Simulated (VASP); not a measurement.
# CaGeF4 (Immm) in VASP: relaxation of cell and atoms with PBE

Aim: the relaxation of cell and atoms of CaGeF4 with PBE.

Program: VASP 6.6.1. These are calculated values, not measurements. Logs are shortened: lines on timing, memory, paths and dates and some standing lists are left out, and cuts for length are marked.

### 1 The cell of the first run

Symmetry: Immm, No. 71, orthorhombic system. Conventional cell: a = 4.086 Å, b = 6.988 Å, c = 10.741 Å, α = 90.00°, β = 90.00°, γ = 90.00°. Within 3.1 Å of Ca (site symmetry mmm) lie 6 F at 2.34 to 2.36 Å. Ge (site symmetry mmm) has 6 F at 2.31 to 2.35 Å within 3.1 Å. Within 3.1 Å of F (site symmetry m2m) lie 3 F at 2.32 to 2.34 Å and 1 Ca at 2.34 Å and 2 Ge at 2.35 Å. Within 3.1 Å of F (site symmetry m2m) lie 1 Ge at 2.31 Å and 3 F at 2.34 to 2.37 Å and 2 Ca at 2.36 Å.

The cell was generated, and may not be a known phase.

### 2 Relaxation of cell and atoms, PBE

Input file INCAR:

```
SYSTEM = CaGeF4
  PREC = Accurate
  ENCUT = 600
  EDIFF = 1E-6
  ISMEAR = 0
  SIGMA = 0.02
  LREAL = .False.
  LASPH = .True.
  NELM = 60
  ALGO = Normal
  ISIF = 3
  LWAVE = .False.
  LCHARG = .False.
  GGA = PE
  IBRION = 2
  NSW = 100
  EDIFFG = -0.01
  KPAR = 4
```

Input file KPOINTS:

```
Automatic mesh
0
Gamma
  8 8 8
  0 0 0
```

Input file POSCAR:

```
CaGeF4
1.0
   -2.0428266455      3.4942042096      5.3705590775
    2.0428266455     -3.4942042096      5.3705590775
    2.0428266455      3.4942042096     -5.3705590775
Ca Ge F
1 1 4
Direct
    0.5000000000      0.5000000000      0.0000000000
    0.0000000000      0.0000000000      0.0000000000
    0.1657620520      0.5000000000      0.6657620520
    0.8342379480      0.5000000000      0.3342379480
    0.3303441139      0.0000000000      0.3303441139
    0.6696558861      0.0000000000      0.6696558861
```

Potentials or basis: VASP PAW PBE potentials, release 64 (Ca_sv, Ge_d, F).

The run is started by

```console
> cat potpaw_PBE.64/Ca_sv/POTCAR potpaw_PBE.64/Ge_d/POTCAR potpaw_PBE.64/F/POTCAR > POTCAR
> mpirun -np 4 vasp_std > vasp.out
```

OUTCAR:

```text
SYSTEM = CaGeF4
   PREC = Accurate
   ENCUT = 600
   EDIFF = 1E-6
   ISMEAR = 0
   LREAL = .False.
   LASPH = .True.
   NELM = 60
   ISIF = 3
   GGA = PE
   IBRION = 2
   NSW = 100
   EDIFFG = -0.01

 ion  position               nearest neighbor table
   1  0.500  0.500  0.000-   3 2.34   4 2.34   6 2.36   5 2.36   6 2.36   5 2.36
   2  0.000  0.000  0.000-   5 2.31   6 2.31   3 2.35   4 2.35   3 2.35   4 2.35
   3  0.166  0.500  0.666-   1 2.34   2 2.35   2 2.35
   4  0.834  0.500  0.334-   1 2.34   2 2.35   2 2.35
   5  0.330  0.000  0.330-   2 2.31   1 2.36   1 2.36
   6  0.670  0.000  0.670-   2 2.31   1 2.36   1 2.36

  LATTYP: Found a body centered orthorhombic cell.
 ALAT       =     4.0856532910
 B/A-ratio  =     1.7104751484
 C/A-ratio  =     2.6289842505

  Lattice vectors:

 A1 = (  -2.0428266455,   3.4942042096,   5.3705590775)
 A2 = (   2.0428266455,  -3.4942042096,   5.3705590775)
 A3 = (   2.0428266455,   3.4942042096,  -5.3705590775)

Analysis of symmetry for initial positions (statically):
=====================================================================
 Subroutine PRICEL returns:
 Original cell was already a primitive cell.

 Routine SETGRP: Setting up the symmetry group for a
 body centered orthorhombic supercell.

 Subroutine GETGRP returns: Found  8 space group operations
 (whereof  8 operations were pure point group operations)
 out of a pool of  8 trial point group operations.

The static configuration has the point symmetry D_2h.

Analysis of symmetry for dynamics (positions and initial velocities):
=====================================================================
 Subroutine PRICEL returns:
 Original cell was already a primitive cell.

 Routine SETGRP: Setting up the symmetry group for a
 body centered orthorhombic supercell.

 Subroutine GETGRP returns: Found  8 space group operations
 (whereof  8 operations were pure point group operations)
 out of a pool of  8 trial point group operations.

The dynamic configuration has the point symmetry D_2h.

 Subroutine INISYM returns: Found  8 space group operations
 (whereof  8 operations are pure point group operations),
 and found     1 'primitive' translations

----------------------------------------------------------------------------------------

                                     Primitive cell

  volume of cell :     153.3414

  direct lattice vectors                    reciprocal lattice vectors
    -2.042826645  3.494204210  5.370559078     0.000000000  0.143094098  0.093100177
     2.042826645 -3.494204210  5.370559078     0.244758899  0.000000000  0.093100177
     2.042826645  3.494204210 -5.370559078     0.244758899  0.143094098  0.000000000

  length of vectors
     6.724991343  6.724991343  6.724991343     0.170714861  0.261867450  0.283518676

  position of ions in fractional coordinates (direct lattice)
     0.500000000  0.500000000  0.000000000
     0.000000000  0.000000000  0.000000000
     0.165762052  0.500000000  0.665762052
     0.834237948  0.500000000  0.334237948
     0.330344114  0.000000000  0.330344114
     0.669655886  0.000000000  0.669655886

  ion indices of the primitive-cell ions
   primitive index   ion index
                 1           1
                 2           2
                 3           3
                 4           4
                 5           5
                 6           6

----------------------------------------------------------------------------------------

 KPOINTS: Automatic mesh

Automatic generation of k-mesh.
 Grid dimensions read from file:
 generate k-points for:    8    8    8

 Generating k-lattice:

  Cartesian coordinates                     Fractional coordinates (reciprocal lattice)
     0.000000000  0.017886762  0.011637522     0.125000000  0.000000000  0.000000000
     0.030594862  0.000000000  0.011637522    -0.000000000  0.125000000  0.000000000
     0.030594862  0.017886762  0.000000000    -0.000000000  0.000000000  0.125000000

  Length of vectors
     0.021339358  0.032733431  0.035439834

  Shift w.r.t. Gamma in fractional coordinates (k-lattice)
     0.000000000  0.000000000  0.000000000

 Subroutine IBZKPT returns following result:
 ===========================================

 Found     95 irreducible k-points:

 Following reciprocal coordinates:
            Coordinates               Weight
  0.000000  0.000000  0.000000      1.000000
  0.125000  0.000000 -0.000000      4.000000
  0.250000  0.000000 -0.000000      4.000000
  0.375000  0.000000 -0.000000      4.000000
  0.500000  0.000000 -0.000000      2.000000
 -0.000000  0.125000  0.000000      4.000000
[... 16 lines left out ...]
  0.125000  0.375000  0.000000      8.000000
  0.250000  0.375000  0.000000      8.000000
 [... further k-points ...]
   k-points           NKPTS =     95   k-points in BZ     NKDIM =     95   number of bands    NBANDS=     31
   number of dos      NEDOS =    301   number of ions     NIONS =      6
   total plane-waves  NPLWV = 157464
   dimension x,y,z NGX =    54 NGY =   54 NGZ =   54
   dimension x,y,z NGXF=   108 NGYF=  108 NGZF=  108
   ions per type =               1   1   4
   NGX,Y,Z   is equivalent  to a cutoff of  13.35, 13.35, 13.35 a.u.
   NGXF,Y,Z  is equivalent  to a cutoff of  26.70, 26.70, 26.70 a.u.
 SYSTEM =  CaGeF4
   PREC   = accura    normal or accurate (medium, high low for compatibility)
   ISTART =      0    job   : 0-new  1-cont  2-samecut
   ICHARG =      2    charge: 1-file 2-atom 10-const
   ISPIN  =      1    spin polarized calculation?
   LNONCOLLINEAR =      F non collinear calculations
   LSORBIT =      F    spin-orbit coupling
   LASPH  =      T    aspherical Exc in radial PAW
   ENCUT  =  600.0 eV  44.10 Ry    6.64 a.u.  13.43 13.43 13.43*2*pi/ulx,y,z
   NELM   =     60;   NELMIN=  2; NELMDL= -5     # of ELM steps
   EDIFF  = 0.1E-05   stopping-criterion for ELM
   LREAL  =      F    real-space projection
   EDIFFG = -.1E-01   stopping-criterion for IOM
   NSW    =    100    number of steps for IOM
   IBRION =      2    ionic relax: 0-MD 1-quasi-New 2-CG
   NFREE  =      1    steps in history (QN), initial steepest desc. (CG)
   ISIF   =      3    stress and relaxation
   ISYM   =      2    0-nonsym 1-usesym 2-fastsym
   POTIM  = 0.5000    time-step for ionic-motion
   TEBEG  =    0.0;   TEEND  =   0.0 temperature during run
   PSTRESS=    0.0 pullay stress
   NELECT =      52.0000    total number of electrons
   NUPDOWN=      -1.0000    fix difference up-down
   EMIN   =  10.00;   EMAX   =-10.00  energy-range for DOS
   EFERMI =   0.00;   METHOD = LEGACY
   ISMEAR =     0;   SIGMA  =   0.02  broadening in eV -4-tet -1-fermi 0-gaus
   EFERMI_NEDOS =   21; number of points for ismear=-14 and -15
   IALGO  =     38    algorithm
   IMIX   =      4    mixing-type and parameters
     AMIX     =   0.40;   BMIX     =  1.00
     AMIX_MAG =   1.60;   BMIX_MAG =  1.00
  volume/ion in A,a.u.               =      25.56       172.47
  Fermi-wavevector in a.u.,A,eV,Ry     =   1.141623  2.157355 17.732526  1.303304
  Thomas-Fermi vector in A             =   2.278323
   LORBIT       =      0    0 simple, 1 ext, 2 COOP (PROOUT), +10 PAW based schemes
   GGA     = PE    functional components
   LHFCALC =     F    Hartree Fock is set to
   AEXX    =    0.0000 exact exchange contribution
   IVDW    =     0    specifies the selected vdW correction
   LEPSILON=     F    determine dielectric tensor
   LRPA    =     F    only Hartree local field effects (RPA)
 conjugate gradient relaxation of ions
 non-spin polarized calculation
 Gauss-broadening in eV      SIGMA  =   0.02
  energy-cutoff  :      600.00
  volume of cell :      153.34
 maximum number of plane-waves:      5139
 NGX is ok and might be reduce to    54
   NGX = 27   NGY = 27   NGZ = 27

--------------------------------------- Ionic step        1  -------------------------------------------

 number of electron      52.0000016 magnetization

 Free energy of the ion-electron system (eV)
  ---------------------------------------------------
  ext. energy  EPLUGINS =         0.00000000
  ---------------------------------------------------
  free energy    TOTEN  =       -28.27505126 eV

  energy without entropy =      -28.27505126  energy(sigma->0) =      -28.27505126

------------------------ aborting loop because EDIFF is reached ----------------------------------------

  FORCE on cell =-STRESS in cart. coord.  units (eV):
  Direction    XX          YY          ZZ          XY          YZ          ZX
  --------------------------------------------------------------------------------------
  -------------------------------------------------------------------------------------
  Total        0.0256624      0.0572827     -0.1637831     -0.0000000      0.0000000      0.0000000
  in kB        0.2681321      0.5985144     -1.7112768     -0.0000000      0.0000000      0.0000000
  external PRESSURE =      -0.2815434 kB  Pullay stress =       0.0000000 kB
[... 101 lines left out ...]
  FREE ENERGIE OF THE ION-ELECTRON SYSTEM (eV)
  ---------------------------------------------------
  free  energy   TOTEN  =       -28.2756481436 eV

  energy  without entropy=      -28.2756481436  energy(sigma->0) =      -28.27564814

[... ionic steps 4 to 19 ...]

--------------------------------------- Ionic step       20  -------------------------------------------

 number of electron      51.9999996 magnetization

------------------------ aborting loop because EDIFF is reached ----------------------------------------

  FORCE on cell =-STRESS in cart. coord.  units (eV):
  Direction    XX          YY          ZZ          XY          YZ          ZX
  --------------------------------------------------------------------------------------
  -------------------------------------------------------------------------------------
  Total        0.0508782     -0.0297059     -0.0429275      0.0000000      0.0000000      0.0000000
  in kB        0.5930970     -0.3462875     -0.5004135      0.0000000      0.0000000      0.0000000
  external PRESSURE =      -0.0845346 kB  Pullay stress =       0.0000000 kB
[... 65 lines left out ...]
  energy  without entropy=      -28.2886847328  energy(sigma->0) =      -28.28868473

--------------------------------------- Ionic step       22  -------------------------------------------

 number of electron      52.0000000 magnetization

 Free energy of the ion-electron system (eV)
  ---------------------------------------------------
  ext. energy  EPLUGINS =         0.00000000
  ---------------------------------------------------
  free energy    TOTEN  =       -28.28877427 eV

  energy without entropy =      -28.28877427  energy(sigma->0) =      -28.28877427

 E-fermi :  -1.3400     XC(G=0):  -6.9933

 val. band max:       -1.4683429128   @ k =   0.3750   0.2500   0.1250
 cond. band min:       0.8436604468   @ k =  -0.0000   0.5000   0.0000
 fundamental gap:      2.3120033595
 Fermi energy:        -1.3400195225

 k-point     1 :       0.0000    0.0000    0.0000
  band No.  band energies     occupation
      1     -39.8891      2.00000
      2     -25.3088      2.00000
      3     -25.2555      2.00000
      4     -25.2529      2.00000
      5     -25.1678      2.00000
      6     -25.1467      2.00000
[... 805 lines left out ...]
     30       4.9414      0.00000
     31       5.1139      0.00000

 [... further k-points ...]
[... 5 lines left out ...]
  --------------------------------------------------------------------------------------
  -------------------------------------------------------------------------------------
  Total        0.0072682      0.0130752     -0.0325164      0.0000000      0.0000000      0.0000000
  in kB        0.0849425      0.1528080     -0.3800156      0.0000000      0.0000000      0.0000000
  external PRESSURE =      -0.0474217 kB  Pullay stress =       0.0000000 kB
[... 21 lines left out ...]
  FREE ENERGIE OF THE ION-ELECTRON SYSTEM (eV)
  ---------------------------------------------------
  free  energy   TOTEN  =       -28.2887742667 eV

  energy  without entropy=      -28.2887742667  energy(sigma->0) =      -28.28877427

 reached required accuracy - stopping structural energy minimisation
```

Wall time 33 min (4 MPI ranks of Intel Xeon 6975P-C (Granite Rapids), shared host); peak memory 0.81 GiB.

Results:

| Quantity | Value |
| --- | --- |
| Free energy | -28.2888 eV |
| Relaxed volume | 22.85 Å³/atom |
| Relaxed cell | a = 6.284 Å, b = 6.284 Å, c = 6.284 Å, α = 142.10°, β = 112.46°, γ = 80.14° |
| Space group after relaxing (to 0.1 Å) | Immm (No. 71) |
| Energy gained by relaxing | 2.3 meV/atom |
| Ionic steps | 22 |
| Pressure after relaxing | 0.0 GPa |
| Largest force after relaxing | 0.009 eV/Å |
| Band gap on the k mesh | 2.31 eV (least direct gap 2.38 eV) |

Forces on the atoms (eV/Å):
```
Ca   0.000  0.000  0.000
Ge   0.000  0.000  0.000
F    0.000 -0.009  0.000
F    0.000  0.009  0.000
F    0.000 -0.006  0.000
F    0.000  0.006  0.000
```

The path:
```csv
step,energy change (eV),largest force (eV/Å),pressure (GPa),volume (Å³)
1,0.0000,0.0200,-0.03,153.34
2,-0.0003,0.0077,-0.08,153.24
3,-0.0006,0.0294,-0.19,152.94
4,-0.0007,0.0314,-0.15,152.82
5,-0.0011,0.0370,-0.18,152.44
6,-0.0017,0.0484,-0.12,151.69
7,-0.0026,0.0714,-0.04,150.20
8,-0.0035,0.1207,0.14,147.22
9,-0.0037,0.1207,0.08,147.00
10,-0.0045,0.1199,0.15,146.33
11,-0.0059,0.1188,0.14,145.00
12,-0.0082,0.1160,0.14,142.32
13,-0.0111,0.1094,0.17,136.98
14,-0.0124,0.0634,0.01,137.43
15,-0.0128,0.0373,-0.13,137.87
16,-0.0131,0.0209,-0.06,137.70
17,-0.0132,0.0222,0.01,137.56
18,-0.0132,0.0203,0.00,137.57
19,-0.0133,0.0193,0.02,137.54
20,-0.0135,0.0172,-0.01,137.44
21,-0.0136,0.0289,-0.04,137.24
22,-0.0137,0.0094,0.00,137.09
```

Final structure:
```yaml
crystal:
  lattice:
    - [-2.04059, 3.49279, 4.80865]
    - [2.04059, -3.49279, 4.80865]
    - [2.04059, 3.49279, -4.80865]
  atoms:
    - { symbol: Ca, position: [0.50000, 0.50000, 0.00000] }
    - { symbol: Ge, position: [0.00000, 0.00000, 0.00000] }
    - { symbol: F, position: [0.16543, 0.50000, 0.66543] }
    - { symbol: F, position: [0.83457, 0.50000, 0.33457] }
    - { symbol: F, position: [0.33005, 0.00000, 0.33005] }
    - { symbol: F, position: [0.66995, 0.00000, 0.66995] }
```

Levels at points of the mesh, in eV from the valence-band top:
```tsv
k point	band 24	band 25	band 26	band 27	band 28	band 29
(0.00, 0.00, 0.00)	-1.19	-0.99	-0.75	2.67	3.89	6.24
(0.50, 0.00, 0.00)	-1.37	-0.68	-0.08	2.49	4.68	5.66
(0.00, 0.50, 0.00)	-0.71	-0.45	-0.19	2.31	5.09	5.99
(0.50, 0.50, 0.00)	-0.84	-0.82	-0.06	2.39	5.36	5.37
(0.50, 0.50, 0.50)	-1.20	-0.99	-0.75	2.56	5.18	5.59
```
